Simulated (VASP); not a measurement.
## H4C2NO: single point with PBE+D3(BJ)

Crystal: H4C2NO.

```
H C N O
1.0
     5.15975   -2.44378    0.01674
     5.15975    2.44378    0.01674
    -0.18433    0.00000   11.50075
H C N O
16 8 4 4
Direct
  0.75768 0.33037 0.76739
  0.66963 0.24232 0.23261
  0.92869 0.03181 0.60253
  0.96819 0.07131 0.39747
  0.08817 0.17737 0.94540
  0.82263 0.91183 0.05460
  0.38464 0.92643 0.86558
  0.07357 0.61536 0.13442
  0.16294 0.30026 0.82776
  0.69974 0.83706 0.17224
  0.43096 0.83259 0.52943
  0.16741 0.56904 0.47057
  0.54866 0.85293 0.67029
  0.14707 0.45134 0.32971
  0.25288 0.19069 0.59702
  0.80931 0.74712 0.40298
  0.91352 0.89395 0.82853
  0.10605 0.08648 0.17147
  0.97172 0.10111 0.77968
  0.89889 0.02828 0.22032
  0.11760 0.94239 0.66434
  0.05761 0.88240 0.33566
  0.35159 0.95494 0.61270
  0.04506 0.64841 0.38730
  0.07193 0.63302 0.77298
  0.36698 0.92807 0.22702
  0.16459 0.12381 0.85870
  0.87619 0.83541 0.14130
  0.25573 0.62792 0.68662
  0.37208 0.74427 0.31338
  0.72828 0.97138 0.91108
  0.02862 0.27172 0.08892
```

This cell differs from its parent crystal: atoms taken out.

```
Program                : VASP 6.6.1
Task                   : single point
Functional             : PBE
Dispersion             : D3(BJ)
Potentials or basis    : VASP PAW PBE potentials, release 64 (H, C, N, O)
Cutoff                 : 520 eV
k mesh                 : 4 × 4 × 2
Occupations            : gaussian, width 0.02 eV
Spin                   : no spin polarisation
Dipole correction      : no
Further INCAR settings : LREAL = Auto; ALGO = Normal; EDIFF = 1e-06; NBANDS = 68
```

```
Pressure                   : 0.1 GPa
Largest force              : 0.364 eV/Å
Band gap on the k mesh     : 3.55 eV (least direct gap 3.62 eV)
Dispersion energy per atom : -0.060 eV
```

Forces on the atoms (eV/Å):
```
H   -0.016  0.011 -0.004
H    0.016  0.011  0.004
H   -0.005  0.019 -0.010
H    0.005  0.019  0.010
H    0.013  0.246  0.202
H   -0.013  0.246 -0.202
H    0.271  0.036 -0.162
H   -0.271  0.036  0.162
H    0.166 -0.028  0.013
H   -0.166 -0.028 -0.013
H   -0.005 -0.013 -0.019
H    0.005 -0.013  0.019
H    0.016 -0.019  0.012
H   -0.016 -0.019 -0.012
H    0.016  0.015 -0.001
H   -0.016  0.015  0.001
C   -0.081  0.247  0.255
C    0.081  0.247 -0.255
C   -0.016  0.055 -0.055
C    0.016  0.055  0.055
C    0.092  0.089 -0.063
C   -0.092  0.089  0.063
C    0.006  0.004 -0.010
C   -0.006  0.004  0.010
N   -0.165 -0.215  0.011
N    0.165 -0.215 -0.011
N   -0.186 -0.159  0.082
N    0.186 -0.159 -0.082
O    0.054 -0.193 -0.128
O   -0.054 -0.193  0.128
O    0.008 -0.095  0.157
O   -0.008 -0.095 -0.157
```

Stress tensor (GPa, compression positive):
```
-0.07  0.00 -0.42
 0.00  0.16  0.00
-0.42  0.00  0.10
```

Levels at points of the mesh, in eV from the valence-band top:
| k point | band 44 | band 45 | band 46 | band 47 | band 48 | band 49 |
| --- | --- | --- | --- | --- | --- | --- |
| (0.00, 0.00, 0.00) | -1.07 | -0.23 | -0.12 | 3.58 | 3.76 | 4.50 |
| (0.50, 0.00, 0.00) | -0.94 | -0.15 | -0.05 | 3.93 | 4.30 | 5.08 |
| (0.50, 0.50, 0.00) | -0.87 | -0.14 | -0.13 | 4.07 | 4.13 | 4.73 |
| (0.00, 0.00, 0.50) | -1.07 | -0.26 | -0.08 | 3.55 | 3.70 | 4.63 |
| (0.50, 0.00, 0.50) | -0.95 | -0.18 | 0.00 | 3.91 | 4.29 | 5.12 |
| (0.50, 0.50, 0.50) | -0.91 | -0.19 | -0.06 | 3.96 | 4.18 | 4.77 |

It took 5.7 min on 1 thread of Intel(R) Xeon(R) 6975P-C (Granite Rapids), on a shared host, peak memory 0.48 GiB.

Caveat: the cell differs from its parent crystal (atoms taken out). A k mesh can miss the band edges.
